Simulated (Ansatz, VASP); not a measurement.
HfH5: VASP beside Ansatz

File INCAR:

```
SYSTEM = HfH5
  PREC = Accurate
  ENCUT = 600
  EDIFF = 1E-7
  ISMEAR = 0
  SIGMA = 0.1
  LREAL = .FALSE.
  LASPH = .TRUE.
  NELM = 100
  ALGO = Normal
  ISIF = 3
  LWAVE = .FALSE.
  LCHARG = .FALSE.
  GGA = PE
  IBRION = 2
  NSW = 90
  EDIFFG = -0.04
```

KPOINTS

```
Automatic mesh
0
G
  3 3 6
  0 0 0
```

File POSCAR:

```
HfH5
1.0
    7.6574523063      0.0000000000      0.0000000000
   -3.8287261531      6.6315482255      0.0000000000
    0.0000000000      0.0000000000      3.4725591186
Hf H
1 5
Direct
    0.0000000000      0.0000000000      0.0000000000
    0.6666666667      0.3333333333      0.6081878031
    0.6666666667      0.3333333333      0.3918121969
    0.8612242560      0.1387757440      0.0000000000
    0.8612242560      0.7224485121      0.0000000000
    0.2775514879      0.1387757440      0.0000000000
```

Input for Ansatz:

```yaml
crystal:
  lattice:
    - [7.6574523063, 0.0, 0.0]
    - [-3.8287261531, 6.6315482255, 0.0]
    - [0.0, 0.0, 3.4725591186]
  atoms:
    - { symbol: Hf, position: [0.0, 0.0, 0.0] }
    - { symbol: H, position: [0.6666666667, 0.3333333333, 0.6081878031] }
    - { symbol: H, position: [0.6666666667, 0.3333333333, 0.3918121969] }
    - { symbol: H, position: [0.861224256, 0.138775744, 0.0] }
    - { symbol: H, position: [0.861224256, 0.7224485121, 0.0] }
    - { symbol: H, position: [0.2775514879, 0.138775744, 0.0] }
basis:
  ecutwfc: 420
kpoints:
  mp_grid: { grid: [3, 3, 6] }
hamiltonian:
  xc: pbe
scf:
  occupations: { method: gaussian, width: 0.1 }
  lower_state_search: "off"
output:
  forces: true
  stress: true
  eigenvalues: true
relax:
  adjacent_minimum: "off"
  f_tol: 0.04
  max_steps: 70
  cell: { stress_tol: 0.4 }
```

Alike in both runs: task relaxation of cell and atoms; functional PBE; k mesh 3 × 3 × 6; occupations gaussian, width 0.1 eV; no spin polarisation.

|  | VASP | Ansatz |
| --- | --- | --- |
| version | VASP 6.6.1 | Ansatz 0.2.0 |
| potentials or method | VASP PAW PBE potentials, release 64 (Hf_pv, H), cutoff 600 eV | scalar-relativistic, plane waves, PAW |
| valence electrons in the cell | 15 | 31 |

|  | VASP | Ansatz | Ansatz less VASP |
| --- | --- | --- | --- |
| gap on the k mesh at the Fermi level, each at its own relaxed structure (eV) | none | none | - |
| relaxed volume (Å³/atom) | 28.28 | 28.71 | +0.423 |
| relaxed cell length with the largest relative difference (Å) | 7.671 | 7.741 | +0.0698 |

A gap of «none» marks a metal or a gap that the smearing closes. VASP's potentials hold 15 valence electrons a cell and Ansatz's 31, so a difference there can come from the potentials and not from the codes.

Neither program's run includes spin-orbit coupling.
